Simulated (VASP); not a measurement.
# NaCl (I-4m2) in VASP: a series of runs

NaCl is run at these levels: PBE; tasks: single point.

Program: VASP 6.6.1. These are calculated values, not measurements. Logs are shortened: lines on timing, memory, paths and dates and some standing lists are left out, and cuts for length are marked.

### Step 1. The cell of the first run

The structure is tetragonal, space group I-4m2 (No. 119). The conventional cell has a = 4.545 Å, b = 4.545 Å, c = 5.651 Å, α = 90.00°, β = 90.00°, γ = 90.00°. Within 3.5 Å of Na (site symmetry -4m2) lie 4 Cl at 2.68 Å. Cl (site symmetry -4m2) has 4 Na at 2.68 Å within 3.5 Å.

### Step 2. Single point, PBE (epitaxial xy strain +4.1%)

INCAR

```
  PREC = Accurate
  ENCUT = 520
  EDIFF = 1E-6
  ISMEAR = -1
  SIGMA = 0.02
  LREAL = False
  LASPH = True
  NELM = 100
  ALGO = Normal
  ISIF = 2
  LWAVE = False
  LCHARG = False
  GGA = PE
  NBANDS = 14
```

KPOINTS

```
Automatic mesh
0
Gamma
  8 8 8
```

POSCAR

```
NaCl
1.0
    0.0000000000      3.2135422348      2.8254229460
    3.2135422348      0.0000000000      2.8254229460
    3.2135422348      3.2135422348      0.0000000000
Na Cl
1 1
Direct
    0.0000000000      0.0000000000      0.0000000000
    0.2500000000      0.2500000000      0.2500000000
```

Potentials or basis: VASP PAW PBE potentials, release 64 (Na_pv, Cl).

Command:

```console
> cat potpaw_PBE.64/Na_pv/POTCAR potpaw_PBE.64/Cl/POTCAR > POTCAR
> mpirun -np 1 vasp_std > vasp.out
```

OUTCAR:

```text
PREC = Accurate
   ENCUT = 520
   EDIFF = 1E-6
   ISMEAR = -1
   LREAL = False
   LASPH = True
   NELM = 100
   ISIF = 2
   GGA = PE

 ion  position               nearest neighbor table
   1  0.000  0.000  0.000-   2 2.68   2 2.68   2 2.68   2 2.68
   2  0.250  0.250  0.250-   1 2.68   1 2.68   1 2.68   1 2.68

  LATTYP: Found a body centered tetragonal cell.
 ALAT       =     4.5446350117
 C/A-ratio  =     1.2434102799

  Lattice vectors:

 A1 = (   0.0000000000,  -3.2135422348,  -2.8254229460)
 A2 = (   0.0000000000,   3.2135422348,  -2.8254229460)
 A3 = (   3.2135422348,   0.0000000000,   2.8254229460)

Analysis of symmetry for initial positions (statically):
=====================================================================
 Subroutine PRICEL returns:
 Original cell was already a primitive cell.

 Routine SETGRP: Setting up the symmetry group for a
 body centered tetragonal supercell.

 Subroutine GETGRP returns: Found  8 space group operations
 (whereof  8 operations were pure point group operations)
 out of a pool of 16 trial point group operations.

The static configuration has the point symmetry D_2d.

Analysis of symmetry for dynamics (positions and initial velocities):
=====================================================================
 Subroutine PRICEL returns:
 Original cell was already a primitive cell.

 Routine SETGRP: Setting up the symmetry group for a
 body centered tetragonal supercell.

 Subroutine GETGRP returns: Found  8 space group operations
 (whereof  8 operations were pure point group operations)
 out of a pool of 16 trial point group operations.

The dynamic configuration has the point symmetry D_2d.

 Subroutine INISYM returns: Found  8 space group operations
 (whereof  8 operations are pure point group operations),
 and found     1 'primitive' translations

----------------------------------------------------------------------------------------

                                     Primitive cell

  volume of cell :      58.3555

  direct lattice vectors                    reciprocal lattice vectors
     0.000000000  3.213542235  2.825422946    -0.155591545  0.155591545  0.176964656
     3.213542235  0.000000000  2.825422946     0.155591545 -0.155591545  0.176964656
     3.213542235  3.213542235  0.000000000     0.155591545  0.155591545 -0.176964656
[... 90 lines left out ...]
   ISIF   =      2    stress and relaxation
   ISYM   =      2    0-nonsym 1-usesym 2-fastsym
   POTIM  = 0.5000    time-step for ionic-motion
   TEBEG  =    0.0;   TEEND  =   0.0 temperature during run
   PSTRESS=    0.0 pullay stress
   NELECT =      14.0000    total number of electrons
   NUPDOWN=      -1.0000    fix difference up-down
   EMIN   =  10.00;   EMAX   =-10.00  energy-range for DOS
   EFERMI =   0.00;   METHOD = LEGACY
   ISMEAR =    -1;   SIGMA  =   0.02  broadening in eV -4-tet -1-fermi 0-gaus
   EFERMI_NEDOS =   21; number of points for ismear=-14 and -15
   IALGO  =     38    algorithm
   IMIX   =      4    mixing-type and parameters
     AMIX     =   0.40;   BMIX     =  1.00
     AMIX_MAG =   1.60;   BMIX_MAG =  1.00
  volume/ion in A,a.u.               =      29.18       196.90
  Fermi-wavevector in a.u.,A,eV,Ry     =   1.017241  1.922306 14.079015  1.034778
  Thomas-Fermi vector in A             =   2.150630
   LORBIT       =      0    0 simple, 1 ext, 2 COOP (PROOUT), +10 PAW based schemes
   GGA     = PE    functional components
   LHFCALC =     F    Hartree Fock is set to
   AEXX    =    0.0000 exact exchange contribution
   IVDW    =     0    specifies the selected vdW correction
   LEPSILON=     F    determine dielectric tensor
   LRPA    =     F    only Hartree local field effects (RPA)
 non-spin polarized calculation
  energy-cutoff  :      520.00
  volume of cell :       58.36
 maximum number of plane-waves:      1592
   NGX = 15   NGY = 15   NGZ = 17

 number of electron      13.9999993 magnetization

 Free energy of the ion-electron system (eV)
  ---------------------------------------------------
  ext. energy  EPLUGINS =         0.00000000
  ---------------------------------------------------
  free energy    TOTEN  =        -6.63469618 eV

  energy without entropy =       -6.63469618  energy(sigma->0) =       -6.63469618

 E-fermi :  -1.7832     XC(G=0):  -6.8973

 val. band max:       -2.2880078384   @ k =   0.0000   0.0000   0.0000
 cond. band min:       2.5788139900   @ k =   0.0000   0.0000   0.0000
 fundamental gap:      4.8668218285
 Fermi energy:        -1.7831969652

 k-point     1 :       0.0000    0.0000    0.0000
  band No.  band energies     occupation
      1     -22.9779      2.00000
      2     -22.9647      2.00000
      3     -22.9647      2.00000
      4     -14.4812      2.00000
      5      -2.3769      2.00000
      6      -2.3769      2.00000
      7      -2.2880      2.00000
      8       2.5788      0.00000
      9       8.8546      0.00000
     10       8.8546      0.00000
     11       9.1561      0.00000
     12       9.8480      0.00000
     13      11.1252      0.00000
     14      12.5089      0.00000
[... 377 lines left out ...]
      1     -22.9837      2.00000
      2     -22.9716      2.00000
      3     -22.9667      2.00000
      4     -14.3600      2.00000
      5      -3.1750      2.00000
      6      -2.5482      2.00000
      7      -2.4027      2.00000
      8       4.5970      0.00000
      9       7.0613      0.00000
     10       7.9002      0.00000
     11       9.2322      0.00000
     12      10.6418      0.00000
     13      11.5195      0.00000
     14      12.7262      0.00000

 [... further k-points ...]

------------------------ aborting loop because EDIFF is reached ----------------------------------------

  FORCE on cell =-STRESS in cart. coord.  units (eV):
  Direction    XX          YY          ZZ          XY          YZ          ZX
  --------------------------------------------------------------------------------------
  -------------------------------------------------------------------------------------
  Total        0.2460741      0.2460741      0.2430190      0.0000000     -0.0000000      0.0000000
  in kB        6.7560835      6.7560835      6.6722030      0.0000000     -0.0000000      0.0000000
  external PRESSURE =       6.7281234 kB  Pullay stress =       0.0000000 kB

 VOLUME and BASIS-vectors are now :
 -----------------------------------------------------------------------------
  energy-cutoff  :      520.00
  volume of cell :       58.36
      direct lattice vectors                 reciprocal lattice vectors
     0.000000000  3.213542235  2.825422946    -0.155591545  0.155591545  0.176964656
     3.213542235  0.000000000  2.825422946     0.155591545 -0.155591545  0.176964656
     3.213542235  3.213542235  0.000000000     0.155591545  0.155591545 -0.176964656

 POSITION                                       TOTAL-FORCE (eV/Angst)
 -----------------------------------------------------------------------------------
      0.00000      0.00000      0.00000         0.000000      0.000000      0.000000
      1.60677      1.60677      1.41271        -0.000000     -0.000000     -0.000000
 -----------------------------------------------------------------------------------
    total drift:                               -0.000002     -0.000002     -0.000004

  FREE ENERGIE OF THE ION-ELECTRON SYSTEM (eV)
  ---------------------------------------------------
  free  energy   TOTEN  =        -6.6346961817 eV

  energy  without entropy=       -6.6346961817  energy(sigma->0) =       -6.63469618
```

Run time: 42 s. Hardware: 1 thread of AMD EPYC 7R43 (Zen 3), shared host; peak memory 0.16 GiB.

Results:

```yaml
Free_energy: -6.6347 eV
Pressure: 0.7 GPa
Band_gap_on_the_k_mesh: 4.87 eV
```

Caveat: the cell differs from its parent crystal (epitaxial xy strain +4.1%); the structure was generated, so it needn't be the stable form of NaCl. A k mesh can miss the band edges.

### Step 3. Single point, PBE (biaxial xy strain +4.2%)

INCAR

```
PREC = Accurate
ENCUT = 520
EDIFF = 1E-7
ISMEAR = -1
SIGMA = 0.02
LREAL = False
LASPH = True
NELM = 80
ALGO = Normal
ISIF = 2
LWAVE = False
LCHARG = True
GGA = PE
LELF = True
LVHAR = True
NBANDS = 14
```

KPOINTS is that of step 2.

POSCAR

```
NaCl
1.0
    0.0000000000      3.2184818713      3.0872727782
    3.2184818713      0.0000000000      3.0872727782
    3.2184818713      3.2184818713      0.0000000000
Na Cl
1 1
Direct
    0.0000000000      0.0000000000      0.0000000000
    0.2500000000      0.2500000000      0.2500000000
```

Potentials or basis: VASP PAW PBE potentials, release 64 (Na_pv, Cl).

Command:

```console
> cat potpaw_PBE.64/Na_pv/POTCAR potpaw_PBE.64/Cl/POTCAR > POTCAR
> mpirun -np 1 vasp_std > vasp.out
```

It took 63 s on 1 thread of AMD EPYC 7R43 (Zen 3), shared host; peak memory 0.18 GiB.

The run converged. Its results:

| Item | Value |
| --- | --- |
| Free energy | -6.6364 eV |
| Pressure | -0.7 GPa |
| Band gap on the k mesh | 4.72 eV |

Stress tensor (GPa, compression positive):
```
-0.75  0.00  0.00
 0.00 -0.75  0.00
 0.00  0.00 -0.62
```

Levels at points of the mesh, in eV from the valence-band top:
```
           k point  band 4  band 5  band 6  band 7  band 8  band 9  band 10  band 11
(0.00, 0.00, 0.00)  -12.06   -0.03   -0.03    0.00    4.72   10.91    10.91    10.99
(0.50, 0.00, 0.00)  -11.95   -0.95   -0.14   -0.08    7.28    8.51    10.27    10.60
(0.50, 0.50, 0.00)  -11.90   -0.83   -0.34   -0.34    6.97    8.74    10.24    12.41
(0.50, 0.00, 0.50)  -11.91   -0.89   -0.27   -0.26    6.94    8.95     9.85    12.44
```

Caveat: the cell differs from its parent crystal (biaxial xy strain +4.2%); the structure was generated, so it needn't be the stable form of NaCl. A k mesh can miss the band edges.
